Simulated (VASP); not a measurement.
Set up this calculation in VASP 6.6.1, as the native input.

```
Task                   : single point
Functional             : PBE
Potentials or basis    : VASP PAW PBE potentials, release 64 (Rb_sv, Li_sv)
Cutoff                 : 520 eV
k mesh                 : 6 × 6 × 6
Occupations            : gaussian, width 0.1 eV
Spin                   : no spin polarisation
Dipole correction      : no
Further INCAR settings : ALGO = Fast; EDIFF = 1e-06; NBANDS = 30
```

The structure of Rb2Li lies in POSCAR:

```
Rb2Li
1.0
    0.0000000000      5.9772243465      5.9772243465
    5.9772243465      0.0000000000      5.9772243465
    5.9772243465      5.9772243465      0.0000000000
Rb Li
4 2
Direct
    0.1250000000      0.1250000000      0.1250000000
    0.6250000000      0.1250000000      0.1250000000
    0.1250000000      0.1250000000      0.6250000000
    0.1250000000      0.6250000000      0.1250000000
    0.5000000000      0.5000000000      0.5000000000
    0.7500000000      0.7500000000      0.7500000000
```

These files were run (other wordings do the same):

INCAR

```
SYSTEM = Rb2Li
ALGO = Fast ; EDIFF = 1E-6
ENCUT = 520 ; GGA = PE
ISIF = 2 ; ISMEAR = 0
LASPH = .TRUE. ; LCHARG = .FALSE.
LREAL = .FALSE. ; LWAVE = .FALSE.
NBANDS = 30 ; NELM = 60
PREC = Accurate ; SIGMA = 0.1
```

KPOINTS

```
k-points
0
G
  6 6 6
  0 0 0
```

Potentials or basis: VASP PAW PBE potentials, release 64 (Rb_sv, Li_sv).

Run with:

```console
$ cat potpaw_PBE.64/Rb_sv/POTCAR potpaw_PBE.64/Li_sv/POTCAR > POTCAR
$ mpirun -np 1 vasp_std > vasp.out
```

It gave:

```
Band gap on the k mesh : zero (bands 21 and 22 overlap by 1.16 eV)
```

Run time: 17 min on 1 thread of Oxide Virtual Turin-like Processor, with other jobs on the host, peak memory 0.63 GiB.
